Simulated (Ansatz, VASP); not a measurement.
**One calculation of Yb, two programs**

INCAR

```
ALGO     = Fast           # electronic algorithm
EDIFF    = 1E-6           # SCF threshold, eV
ENCUT    = 520            # plane-wave cutoff, eV
GGA      = PE             # functional
ISIF     = 2              # what is computed and relaxed
ISMEAR   = 0              # smearing method
LASPH    = True           # aspherical terms in the spheres
LCHARG   = False          # write CHGCAR
LREAL    = False          # projectors in reciprocal space
LWAVE    = False          # write WAVECAR
NBANDS   = 18             # bands
NELM     = 60             # most SCF steps
PREC     = Accurate       # precision mode
SIGMA    = 0.15           # smearing width, eV
```

File KPOINTS:

```
k-points
0
Gamma
  16 16 16
```

POSCAR

```
Yb
1.0
    0.0000000000      3.0479552836      1.9177734644
    3.0479552836      0.0000000000      1.9177734644
    3.0479552836      3.0479552836      0.0000000000
Yb
1
Direct
    0.0000000000      0.0000000000      0.0000000000
```

Input for Ansatz:

```yaml
crystal:
  lattice:
    - [0.0, 3.0479552836, 1.9177734644]
    - [3.0479552836, 0.0, 1.9177734644]
    - [3.0479552836, 3.0479552836, 0.0]
  atoms:
    - { symbol: Yb, position: [0.0, 0.0, 0.0] }
basis:
  ecutwfc: 420
kpoints:
  mp_grid: { grid: [16, 16, 16] }
hamiltonian:
  xc: pbe
scf:
  occupations: { method: gaussian, width: 0.15 }
output:
  forces: true
  stress: true
  eigenvalues: true
```

Alike in both runs: task single point; functional PBE; k mesh 16 × 16 × 16; occupations gaussian, width 0.15 eV; no spin polarisation.

```csv
,VASP,Ansatz
version,VASP 6.6.1,Ansatz 0.2.0
potentials or method,"VASP PAW PBE potentials, release 64 (Yb), cutoff 520 eV","scalar-relativistic, plane waves, PAW"
valence electrons in the cell,24,24
```

```tsv
	VASP	Ansatz	Ansatz less VASP
gap on the k mesh at the Fermi level (eV)	none	none	-
pressure (GPa)	-0.5	-0.4	+0.06
traceless stress, the component that is largest in VASP (GPa)	1.07	1.17	+0.102
```

A gap of «none» marks a metal or a gap that the smearing closes. With one functional, cell and mesh, what is left measures potentials, basis and numerics.

Neither program's run includes spin-orbit coupling.
